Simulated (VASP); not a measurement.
# Mg (Im-3m) in VASP: notebook, part 2 of 2

VASP 6.6.1. The steps go on from the part before.

### Step 4. Single point, r2SCAN (25.20 Å³/atom)

This run uses another cell than the first one, of 25.20 Å³/atom.

Contents of POSCAR:

```
Mg
1.0
   -1.8469273224      1.8469273224      1.8469273224
    1.8469273224     -1.8469273224      1.8469273224
    1.8469273224      1.8469273224     -1.8469273224
Mg
1
Direct
    0.0000000000      0.0000000000      0.0000000000
```

Contents of INCAR.step1:

```
ALGO = Normal
EDIFF = 1E-4
ENCUT = 520
GGA = PE
ISMEAR = -1
LASPH = T
LCHARG = F
LREAL = F
LWAVE = T
NBANDS = 7
NELM = 80
PREC = Accurate
SIGMA = 0.1
```

Contents of INCAR.step2:

```
ALGO = Normal
EDIFF = 1E-7
ENCUT = 520
ISIF = 2
ISMEAR = -1
ISTART = 1
LASPH = T
LCHARG = F
LMIXTAU = T
LREAL = F
LWAVE = F
METAGGA = R2SCAN
NBANDS = 7
NELM = 80
PREC = Accurate
SIGMA = 0.1
```

Contents of KPOINTS:

```
k-points
0
Gamma
  14 14 14
```

Started as:

```console
$ cat potpaw_PBE.64/Mg/POTCAR > POTCAR
$ cp INCAR.step1 INCAR
$ mpirun -np 1 vasp_std > vasp.out
$ cp INCAR.step2 INCAR
$ mpirun -np 1 vasp_std > vasp.out
```

Run time: 83 s. Hardware: 1 thread of AMD EPYC 7R13, shared host; peak memory 0.12 GiB.

It converged, with:

- Free energy: -4.0918 eV
- Pressure: -3.7 GPa
- Band gap on the k mesh: zero (bands 1 and 2 overlap by 4.73 eV)

Levels at points of the mesh, in eV from the Fermi level:
| k point | band 1 | band 2 | band 3 | band 4 | band 5 | band 6 |
| --- | --- | --- | --- | --- | --- | --- |
| (0.00, 0.00, 0.00) | -7.04 | 13.23 | 13.23 | 13.23 | 15.08 | 15.08 |
| (0.50, 0.00, 0.00) | -1.58 | -0.92 | 8.79 | 9.31 | 10.25 | 11.62 |
| (0.50, 0.50, 0.50) | 3.81 | 3.81 | 3.81 | 4.09 | 4.09 | 7.51 |

Caveat: the cell stands under tension; the PAW data sets were made with another functional, which shifts forces and pressure a little.

### Step 5. Single point, r2SCAN

This run uses another cell than the first one, of 22.50 Å³/atom.

Contents of POSCAR:

```
Mg
1.0
   -1.7784587581      1.7784587581      1.7784587581
    1.7784587581     -1.7784587581      1.7784587581
    1.7784587581      1.7784587581     -1.7784587581
Mg
1
Direct
    0.0000000000      0.0000000000      0.0000000000
```

Contents of INCAR.step1:

```
PREC = Accurate
ENCUT = 520
ISMEAR = -1
SIGMA = 0.1
LREAL = False
LASPH = True
NELM = 60
NBANDS = 7
GGA = PE
ALGO = Normal
EDIFF = 1E-4
LWAVE = True
LCHARG = False
```

Contents of INCAR.step2:

```
PREC = Accurate
ENCUT = 520
EDIFF = 1E-7
ISMEAR = -1
SIGMA = 0.1
LREAL = False
LASPH = True
NELM = 60
ALGO = Normal
ISIF = 2
LWAVE = False
LCHARG = False
METAGGA = R2SCAN
LMIXTAU = True
NBANDS = 7
ISTART = 1
```

Contents of KPOINTS:

```
Automatic mesh
0
Gamma
  20 20 20
```

Started as:

```console
$ cat potpaw_PBE.64/Mg/POTCAR > POTCAR
$ cp INCAR.step1 INCAR
$ mpirun -np 1 vasp_std > vasp.out
$ cp INCAR.step2 INCAR
$ mpirun -np 1 vasp_std > vasp.out
```

Wall time 4 min (1 thread of AMD EPYC 7R13, shared host); peak memory 0.14 GiB.

Results (log left out):

* Free energy: -4.1280 eV
* Pressure: -0.2 GPa
* Band gap on the k mesh: zero (bands 1 and 2 overlap by 5.02 eV)

Levels at points of the mesh, in eV from the Fermi level:
```
           k point  band 1  band 2  band 3  band 4
(0.00, 0.00, 0.00)   -7.53   14.00   14.00   14.00
(0.50, 0.00, 0.00)   -1.75   -0.90    9.20   10.21
(0.50, 0.50, 0.50)    4.12    4.12    4.15    4.15
```

Caveat: the PAW data sets were made with another functional, which shifts forces and pressure a little.

### Step 6. Relaxation of cell and atoms, r2SCAN

This run uses another cell than the first one, of 23.24 Å³/atom.

Contents of POSCAR:

```
Mg
1.0
   -1.7976546712      1.7976546712      1.7976546712
    1.7976546712     -1.7976546712      1.7976546712
    1.7976546712      1.7976546712     -1.7976546712
Mg
1
Direct
    0.0000000000      0.0000000000      0.0000000000
```

Contents of INCAR.step1:

```
  PREC = Accurate
  ENCUT = 600
  ISMEAR = -1
  SIGMA = 0.1
  LREAL = F
  LASPH = T
  NELM = 100
  GGA = PE
  ALGO = Normal
  EDIFF = 1E-4
  LWAVE = T
  LCHARG = F
```

Contents of INCAR.step2:

```
  PREC = Accurate
  ENCUT = 600
  EDIFF = 1E-7
  ISMEAR = -1
  SIGMA = 0.1
  LREAL = F
  LASPH = T
  NELM = 100
  ALGO = Normal
  ISIF = 3
  LWAVE = F
  LCHARG = F
  METAGGA = R2SCAN
  LMIXTAU = T
  IBRION = 2
  NSW = 80
  EDIFFG = -0.01
  ISTART = 1
```

Contents of KPOINTS:

```
regular mesh
0
Gamma
  12 12 12
```

Potentials or basis: VASP PAW PBE potentials, release 64 (Mg).

Started as:

```console
$ cat potpaw_PBE.64/Mg/POTCAR > POTCAR
$ cp INCAR.step1 INCAR
$ mpirun -np 1 vasp_std > vasp.out
$ cp INCAR.step2 INCAR
$ mpirun -np 1 vasp_std > vasp.out
```

Run time: 3.6 min. Hardware: 1 thread of AMD EPYC 7R13, shared host; peak memory 0.15 GiB.

Results (log left out):

| Item | Value |
| --- | --- |
| Free energy | -4.1249 eV |
| Relaxed volume | 22.36 Å³/atom |
| Relaxed cell | a = 3.074 Å, b = 3.074 Å, c = 3.074 Å, α = 109.47°, β = 109.47°, γ = 109.47° |
| Space group after relaxing (to 0.1 Å) | Im-3m (No. 229) |
| Energy gained by relaxing | 4.1 meV/atom |
| Ionic steps | 3 |
| Pressure after relaxing | 0.0 GPa |
| Band gap on the k mesh | zero (bands 1 and 2 overlap by 5.02 eV) |

The path:
```tsv
step	energy change (eV)	largest force (eV/Å)	pressure (GPa)	volume (Å³)
1	0.0000	0.0000	-1.42	23.24
2	-0.0039	0.0000	-0.35	22.55
3	-0.0041	0.0000	-0.01	22.36
```

Final structure:
```
CELL_PARAMETERS angstrom
-1.77479 1.77479 1.77479
1.77479 -1.77479 1.77479
1.77479 1.77479 -1.77479
ATOMIC_POSITIONS crystal
Mg 0.00000 0.00000 0.00000
```

Levels at points of the mesh, in eV from the Fermi level:
| k point | band 1 | band 2 | band 3 | band 4 |
| --- | --- | --- | --- | --- |
| (0.00, 0.00, 0.00) | -7.50 | 14.10 | 14.10 | 14.10 |
| (0.50, 0.00, 0.00) | -1.71 | -0.84 | 9.27 | 10.31 |
| (0.50, 0.50, 0.50) | 4.18 | 4.18 | 4.22 | 4.22 |

Caveat: the PAW data sets were made with another functional, which shifts forces and pressure a little.

### Step 7. Single point, r2SCAN, non-collinear spin, zero start, spin-orbit coupling

This run uses another cell than the first one, of 22.50 Å³/atom.

Contents of POSCAR:

```
Mg
1.0
   -1.7784587581      1.7784587581      1.7784587581
    1.7784587581     -1.7784587581      1.7784587581
    1.7784587581      1.7784587581     -1.7784587581
Mg
1
Direct
    0.0000000000      0.0000000000      0.0000000000
```

Contents of INCAR.step1:

```
  PREC = Accurate
  ENCUT = 520
  ISMEAR = -1
  SIGMA = 0.1
  LREAL = False
  LASPH = True
  NELM = 150
  MAGMOM = 0 0 0
  LSORBIT = True
  GGA_COMPAT = False
  NBANDS = 13
  GGA = PE
  ALGO = Normal
  EDIFF = 1E-4
  LWAVE = True
  LCHARG = False
```

Contents of INCAR.step2:

```
  PREC = Accurate
  ENCUT = 520
  EDIFF = 1E-7
  ISMEAR = -1
  SIGMA = 0.1
  LREAL = False
  LASPH = True
  NELM = 150
  ALGO = Normal
  ISIF = 2
  LWAVE = False
  LCHARG = True
  MAGMOM = 0 0 0
  LORBIT = 11
  LSORBIT = True
  GGA_COMPAT = False
  LORBMOM = True
  METAGGA = R2SCAN
  LMIXTAU = True
  LVHAR = True
  NBANDS = 13
  ISTART = 1
```

KPOINTS is that of step 6.

Started as:

```console
$ cat potpaw_PBE.64/Mg/POTCAR > POTCAR
$ cp INCAR.step1 INCAR
$ mpirun -np 1 vasp_ncl > vasp.out
$ cp INCAR.step2 INCAR
$ mpirun -np 1 vasp_ncl > vasp.out
```

It took 8.3 min on 1 thread of AMD EPYC 7R13, shared host; peak memory 0.2 GiB.

Results (log left out):

* Free energy: -4.1247 eV
* Pressure: -0.3 GPa
* Net moment: 0.00 μB per cell
* Valence electrons inside the program's atomic spheres: Mg 0.34

Moments on the atoms (μB; x, y, z):
```
Mg  0.00 0.00 0.00
```

Caveat: the PAW data sets were made with another functional, which shifts forces and pressure a little.

### Step 8. Overview

| task | spin | cell | k mesh | cutoff (eV) | gap on the mesh (eV) | pressure (GPa) |
| --- | --- | --- | --- | --- | --- | --- |
| single point | off | a = 3.121 Å, angles 109.5°, 1 atom | 14 × 14 × 14 | 520 | none | -1.6 |
| single point | off | a = 3.160 Å, angles 109.5°, 1 atom | 14 × 14 × 14 | 520 | none | -2.8 |
| single point | off | a = 3.199 Å, angles 109.5°, 1 atom | 14 × 14 × 14 | 520 | none | -3.7 |
| single point | off | a = 3.080 Å, angles 109.5°, 1 atom | 20 × 20 × 20 | 520 | none | -0.2 |
| relaxation of cell and atoms | off | relaxed from a = 3.114 Å, angles 109.5°, 1 atom | 12 × 12 × 12 | 600 | none | 0.0 |
| single point | non-collinear, zero start, SOC | a = 3.080 Å, angles 109.5°, 1 atom | 12 × 12 × 12 | 520 | - | -0.3 |

Alike in all rows: level r2SCAN; potentials or basis VASP PAW PBE potentials, release 64 (Mg); smearing fermi-dirac 0.1 eV.

Caveats: the PAW data sets were made with another functional, which shifts forces and pressure a little; the cell stands under tension (at least some runs).

Total energies depend on the potentials used, so only differences within one code and one set of settings carry meaning.
